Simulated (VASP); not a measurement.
Crystal: Ir.

```
CELL_PARAMETERS angstrom
2.75138 0.00000 0.00000
-1.37569 2.38276 0.00000
0.00000 0.00000 4.28380
ATOMIC_POSITIONS crystal
Ir 0.33333 0.66667 0.25000
Ir 0.66667 0.33333 0.75000
```

Base run:

| Item | Value |
| --- | --- |
| Program | VASP 6.6.1 |
| Functional | PBE |
| Potentials or basis | VASP PAW PBE potentials, release 64 (Ir) |
| Cutoff | 520 eV |
| k mesh | 9 × 9 × 5 |
| Occupations | fermi-dirac, width 0.05 eV |
| Spin | no spin polarisation |

Its results: band gap on the k mesh zero (band 9 reaches 11.43 eV, above the bottom of band 10 at 8.61 eV); pressure 15.6 GPa.

**Question.** The run is repeated on the same cell with these changes: functional from PBE to PBEsol; further incar settings from ALGO = Fast; EDIFF = 1e-06; NBANDS = 16 to ALGO = Normal; EDIFF = 1e-06; NBANDS = 16. What comes out?

**Answer.** Band gap on the k mesh zero (band 9 reaches 11.27 eV, above the bottom of band 10 at 8.42 eV); pressure 4.2 GPa.

Caveats: spin-orbit coupling is left out, which moves the levels of the heavy elements; the PAW data sets were made with another functional, which shifts forces and pressure a little (some runs).
